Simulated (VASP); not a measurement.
Input of a VASP 6.6.1 run:

File POSCAR:

```
MgO
1.0
    0.0000000000      2.1268522620      2.1268522620
    2.1268522620      0.0000000000      2.1268522620
    2.1268522620      2.1268522620      0.0000000000
Mg O
1 1
Direct
    0.0000000000      0.0000000000      0.0000000000
    0.5000000000      0.5000000000      0.5000000000
```

The input INCAR.step1:

```
ALGO     = Normal         # electronic algorithm
EDIFF    = 1E-5           # SCF threshold, eV
ENCUT    = 660            # plane-wave cutoff, eV
GGA      = PE             # functional
GGA_COMPAT= False        
ISMEAR   = 0              # smearing method
LASPH    = True           # aspherical terms in the spheres
LCHARG   = False          # write CHGCAR
LREAL    = False          # projectors in reciprocal space
LWAVE    = True           # write WAVECAR
NBANDS   = 15             # bands
NELM     = 120            # most SCF steps
PREC     = Accurate       # precision mode
SIGMA    = 0.02           # smearing width, eV
```

Contents of INCAR.step2:

```
ALGO     = Normal         # electronic algorithm
EDIFF    = 1E-6           # SCF threshold, eV
ENCUT    = 660            # plane-wave cutoff, eV
GGA_COMPAT= False        
ISIF     = 2              # what is computed and relaxed
ISMEAR   = 0              # smearing method
ISTART   = 1            
LASPH    = True           # aspherical terms in the spheres
LCHARG   = False          # write CHGCAR
LMIXTAU  = True         
LREAL    = False          # projectors in reciprocal space
LWAVE    = False          # write WAVECAR
METAGGA  = R2SCAN         # meta-GGA
NBANDS   = 15             # bands
NELM     = 120            # most SCF steps
PREC     = Accurate       # precision mode
SIGMA    = 0.02           # smearing width, eV
```

Contents of KPOINTS:

```
k-points
0
Gamma
  10 10 10
```

Potentials or basis: VASP PAW PBE potentials, release 64 (Mg_sv, O).

Launch:

```sh
$ cat potpaw_PBE.64/Mg_sv/POTCAR potpaw_PBE.64/O/POTCAR > POTCAR
$ cp INCAR.step1 INCAR
$ mpirun -np 1 vasp_std > vasp.out
$ cp INCAR.step2 INCAR
$ mpirun -np 1 vasp_std > vasp.out
```

Q: Predict the pressure.

A: -5.5 GPa.

Q: What does it give for the band gap on the k mesh?

A: 5.37 eV, direct.

Caveat: the PAW data sets were made with another functional, which shifts forces and pressure a little. r2SCAN opens gaps a little over a GGA but as a rule still falls short of measured ones.
